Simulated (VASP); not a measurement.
# AsSe3 (Fm-3m) in VASP: notebook, part 2 of 2

VASP 6.6.1. Earlier steps stand in the parts before.

## (3) Single point, PBE

This run uses another cell than the first one, of 20.12 Å³/atom.

INCAR

```
SYSTEM = AsSe3
ALGO = Normal ; EDIFF = 1E-6
ENCUT = 500 ; GGA = PE
GGA_COMPAT = .False. ; ISIF = 2
ISMEAR = 0 ; LASPH = .True.
LCHARG = .False. ; LREAL = .False.
LWAVE = .False. ; NBANDS = 20
NELM = 120 ; PREC = Accurate
SIGMA = 0.2
```

KPOINTS

```
k-points
0
Gamma
  5 5 5
  0 0 0
```

POSCAR

```
AsSe3
1.0
    0.0000000000      3.4265177765      3.4265177765
    3.4265177765      0.0000000000      3.4265177765
    3.4265177765      3.4265177765      0.0000000000
As Se
1 3
Direct
    0.0000000000      0.0000000000      0.0000000000
    0.7500000000      0.7500000000      0.7500000000
    0.2500000000      0.2500000000      0.2500000000
    0.5000000000      0.5000000000      0.5000000000
```

Potentials or basis: VASP PAW PBE potentials, release 64 (As, Se).

Command:

```console
$ cat potpaw_PBE.64/As/POTCAR potpaw_PBE.64/Se/POTCAR > POTCAR
$ mpirun -np 1 vasp_std > vasp.out
```

OUTCAR:

```text
SYSTEM = AsSe3
   EDIFF = 1E-6
   ENCUT = 500
   GGA = PE
   ISIF = 2
   ISMEAR = 0
   LASPH = .True.
   LREAL = .False.
   NELM = 120
   PREC = Accurate

 ion  position               nearest neighbor table
   1  0.000  0.000  0.000-
   2  0.750  0.750  0.750-
   3  0.250  0.250  0.250-
   4  0.500  0.500  0.500-

  LATTYP: Found a face centered cubic cell.
 ALAT       =     6.8530355530

  Lattice vectors:

 A1 = (   0.0000000000,   3.4265177765,   3.4265177765)
 A2 = (   3.4265177765,   0.0000000000,   3.4265177765)
 A3 = (   3.4265177765,   3.4265177765,   0.0000000000)

Analysis of symmetry for initial positions (statically):
=====================================================================
 Subroutine PRICEL returns:
 Original cell was already a primitive cell.

 Routine SETGRP: Setting up the symmetry group for a
 face centered cubic supercell.

 Subroutine GETGRP returns: Found 48 space group operations
 (whereof 48 operations were pure point group operations)
 out of a pool of 48 trial point group operations.

The static configuration has the point symmetry O_h .

Analysis of symmetry for dynamics (positions and initial velocities):
=====================================================================
 Subroutine PRICEL returns:
 Original cell was already a primitive cell.

 Routine SETGRP: Setting up the symmetry group for a
 face centered cubic supercell.

 Subroutine GETGRP returns: Found 48 space group operations
 (whereof 48 operations were pure point group operations)
 out of a pool of 48 trial point group operations.

The dynamic configuration has the point symmetry O_h .

 Subroutine INISYM returns: Found 48 space group operations
 (whereof 48 operations are pure point group operations),
 and found     1 'primitive' translations

----------------------------------------------------------------------------------------

                                     Primitive cell

  volume of cell :      80.4617

  direct lattice vectors                    reciprocal lattice vectors
     0.000000000  3.426517776  3.426517776    -0.145920737  0.145920737  0.145920737
     3.426517776  0.000000000  3.426517776     0.145920737 -0.145920737  0.145920737
     3.426517776  3.426517776  0.000000000     0.145920737  0.145920737 -0.145920737

  length of vectors
     4.845827911  4.845827911  4.845827911     0.252742131  0.252742131  0.252742131

  position of ions in fractional coordinates (direct lattice)
     0.000000000  0.000000000  0.000000000
     0.750000000  0.750000000  0.750000000
     0.250000000  0.250000000  0.250000000
     0.500000000  0.500000000  0.500000000

  ion indices of the primitive-cell ions
   primitive index   ion index
                 1           1
                 2           2
                 3           3
                 4           4

----------------------------------------------------------------------------------------

 KPOINTS: k-points

Automatic generation of k-mesh.
 Grid dimensions read from file:
 generate k-points for:    5    5    5

 Generating k-lattice:

  Cartesian coordinates                     Fractional coordinates (reciprocal lattice)
    -0.029184147  0.029184147  0.029184147     0.200000000  0.000000000  0.000000000
     0.029184147 -0.029184147  0.029184147     0.000000000  0.200000000  0.000000000
     0.029184147  0.029184147 -0.029184147     0.000000000  0.000000000  0.200000000

  Length of vectors
     0.050548426  0.050548426  0.050548426

  Shift w.r.t. Gamma in fractional coordinates (k-lattice)
     0.000000000  0.000000000  0.000000000

 Subroutine IBZKPT returns following result:
 ===========================================

 Found     10 irreducible k-points:

 Following reciprocal coordinates:
            Coordinates               Weight
  0.000000  0.000000  0.000000      1.000000
  0.200000  0.000000  0.000000      8.000000
  0.400000  0.000000  0.000000      8.000000
  0.200000  0.200000  0.000000      6.000000
  0.400000  0.200000  0.000000     24.000000
 -0.400000  0.200000  0.000000     24.000000
 -0.200000  0.200000  0.000000     12.000000
  0.400000  0.400000  0.000000      6.000000
 -0.400000  0.400000  0.000000     12.000000
 -0.400000  0.400000  0.200000     24.000000
   k-points           NKPTS =     10   k-points in BZ     NKDIM =     10   number of bands    NBANDS=     20
   number of dos      NEDOS =    301   number of ions     NIONS =      4
   total plane-waves  NPLWV =  46656
   dimension x,y,z NGX =    36 NGY =   36 NGZ =   36
   dimension x,y,z NGXF=    72 NGYF=   72 NGZF=   72
   ions per type =               1   3
   NGX,Y,Z   is equivalent  to a cutoff of  12.35, 12.35, 12.35 a.u.
   NGXF,Y,Z  is equivalent  to a cutoff of  24.70, 24.70, 24.70 a.u.
 SYSTEM =  AsSe3
   PREC   = accura    normal or accurate (medium, high low for compatibility)
   ISTART =      0    job   : 0-new  1-cont  2-samecut
   ICHARG =      2    charge: 1-file 2-atom 10-const
   ISPIN  =      1    spin polarized calculation?
   LNONCOLLINEAR =      F non collinear calculations
   LSORBIT =      F    spin-orbit coupling
   LASPH  =      T    aspherical Exc in radial PAW
   ENCUT  =  500.0 eV  36.75 Ry    6.06 a.u.   8.84  8.84  8.84*2*pi/ulx,y,z
   NELM   =    120;   NELMIN=  2; NELMDL= -5     # of ELM steps
   EDIFF  = 0.1E-05   stopping-criterion for ELM
   LREAL  =      F    real-space projection
   EDIFFG = 0.1E-04   stopping-criterion for IOM
   NSW    =      0    number of steps for IOM
   IBRION =     -1    ionic relax: 0-MD 1-quasi-New 2-CG
   NFREE  =      0    steps in history (QN), initial steepest desc. (CG)
   ISIF   =      2    stress and relaxation
   ISYM   =      2    0-nonsym 1-usesym 2-fastsym
   POTIM  = 0.5000    time-step for ionic-motion
   TEBEG  =    0.0;   TEEND  =   0.0 temperature during run
   PSTRESS=    0.0 pullay stress
   NELECT =      23.0000    total number of electrons
   NUPDOWN=      -1.0000    fix difference up-down
   EMIN   =  10.00;   EMAX   =-10.00  energy-range for DOS
   EFERMI =   0.00;   METHOD = LEGACY
   ISMEAR =     0;   SIGMA  =   0.20  broadening in eV -4-tet -1-fermi 0-gaus
   EFERMI_NEDOS =   21; number of points for ismear=-14 and -15
   IALGO  =     38    algorithm
   IMIX   =      4    mixing-type and parameters
     AMIX     =   0.40;   BMIX     =  1.00
     AMIX_MAG =   1.60;   BMIX_MAG =  1.00
  volume/ion in A,a.u.               =      20.12       135.75
  Fermi-wavevector in a.u.,A,eV,Ry     =   1.078420  2.037918 15.823425  1.162989
  Thomas-Fermi vector in A             =   2.214358
   LORBIT       =      0    0 simple, 1 ext, 2 COOP (PROOUT), +10 PAW based schemes
   GGA     = PE    functional components
   LHFCALC =     F    Hartree Fock is set to
   AEXX    =    0.0000 exact exchange contribution
   IVDW    =     0    specifies the selected vdW correction
   LEPSILON=     F    determine dielectric tensor
   LRPA    =     F    only Hartree local field effects (RPA)
 non-spin polarized calculation
 Gauss-broadening in eV      SIGMA  =   0.20
  energy-cutoff  :      500.00
  volume of cell :       80.46
 maximum number of plane-waves:      2085
   NGX = 17   NGY = 17   NGZ = 17

 number of electron      23.0000003 magnetization

 Free energy of the ion-electron system (eV)
  ---------------------------------------------------
  ext. energy  EPLUGINS =         0.00000000
  ---------------------------------------------------
  free energy    TOTEN  =       -13.25322942 eV

  energy without entropy =      -13.21924507  energy(sigma->0) =      -13.23623724

 E-fermi :   5.5113     XC(G=0): -10.6122

 val. band max:        5.4615227245   @ k =   0.4000   0.0000   0.0000
 cond. band min:       5.9221526250   @ k =  -0.4000   0.4000   0.2000
 fundamental gap:      0.4606299005
 Fermi energy:         5.5113203707

 k-point     1 :       0.0000    0.0000    0.0000
  band No.  band energies     occupation
      1     -10.2273      2.00000
      2      -6.2952      2.00000
      3      -5.5608      2.00000
      4      -3.0473      2.00000
      5       1.8938      2.00000
      6       1.8938      2.00000
[... 12 lines left out ...]
     19      17.5388      0.00000
[... 191 lines left out ...]
      4      -5.2208      2.00000
      5       0.3834      2.00000
      6       0.5212      2.00000
[... 12 lines left out ...]
     19      13.9646      0.00000
     20      14.5036      0.00000

------------------------ aborting loop because EDIFF is reached ----------------------------------------

  FORCE on cell =-STRESS in cart. coord.  units (eV):
  Direction    XX          YY          ZZ          XY          YZ          ZX
  --------------------------------------------------------------------------------------
  -------------------------------------------------------------------------------------
  Total       -0.0981883     -0.0981883     -0.0981883      0.0000000     -0.0000000      0.0000000
  in kB       -1.9551555     -1.9551555     -1.9551555      0.0000000     -0.0000000      0.0000000
  external PRESSURE =      -1.9551555 kB  Pullay stress =       0.0000000 kB

 VOLUME and BASIS-vectors are now :
 -----------------------------------------------------------------------------
  energy-cutoff  :      500.00
  volume of cell :       80.46
      direct lattice vectors                 reciprocal lattice vectors
     0.000000000  3.426517776  3.426517776    -0.145920737  0.145920737  0.145920737
     3.426517776  0.000000000  3.426517776     0.145920737 -0.145920737  0.145920737
     3.426517776  3.426517776  0.000000000     0.145920737  0.145920737 -0.145920737

 POSITION                                       TOTAL-FORCE (eV/Angst)
 -----------------------------------------------------------------------------------
      0.00000      0.00000      0.00000        -0.000000      0.000000      0.000000
      5.13978      5.13978      5.13978         0.000000      0.000000      0.000000
      1.71326      1.71326      1.71326        -0.000000     -0.000000     -0.000000
      3.42652      3.42652      3.42652        -0.000000      0.000000      0.000000
 -----------------------------------------------------------------------------------
    total drift:                                0.000000      0.000000      0.000000

  FREE ENERGIE OF THE ION-ELECTRON SYSTEM (eV)
  ---------------------------------------------------
  free  energy   TOTEN  =       -13.2532294234 eV

  energy  without entropy=      -13.2192450652  energy(sigma->0) =      -13.23623724
```

OSZICAR:

```text
N       E                     dE             d eps       ncg     rms          rms(c)
DAV:   1     0.872045275229E+02    0.87205E+02   -0.93637E+03   400   0.947E+02
DAV:   2    -0.811833623444E+01   -0.95323E+02   -0.93449E+02   552   0.158E+02
DAV:   3    -0.132580343332E+02   -0.51397E+01   -0.51022E+01   452   0.370E+01
DAV:   4    -0.132935214274E+02   -0.35487E-01   -0.35474E-01   496   0.351E+00
DAV:   5    -0.132936535824E+02   -0.13215E-03   -0.13215E-03   448   0.228E-01    0.576E+00
DAV:   6    -0.132513898785E+02    0.42264E-01   -0.21379E-01   452   0.146E+00    0.351E+00
DAV:   7    -0.132521915110E+02   -0.80163E-03   -0.24492E-02   460   0.802E-01    0.143E+00
DAV:   8    -0.132531769657E+02   -0.98545E-03   -0.50535E-03   464   0.376E-01    0.974E-02
DAV:   9    -0.132532076264E+02   -0.30661E-04   -0.21855E-04   464   0.719E-02    0.592E-02
DAV:  10    -0.132532303053E+02   -0.22679E-04   -0.91916E-05   460   0.502E-02    0.937E-03
DAV:  11    -0.132532294234E+02    0.88191E-06   -0.26389E-06   420   0.815E-03
   1 F= -.13253229E+02 E0= -.13236237E+02  d E =-.339844E-01
```

Wall time 20 s (1 thread of Intel Xeon Platinum 8488C (Sapphire Rapids), shared host); peak memory 0.2 GiB.

Results:

```yaml
Free_energy: -13.2532 eV
Pressure: -0.2 GPa
Band_gap_on_the_k_mesh: zero (an odd number of electrons rules out a gap without spin polarisation)
```
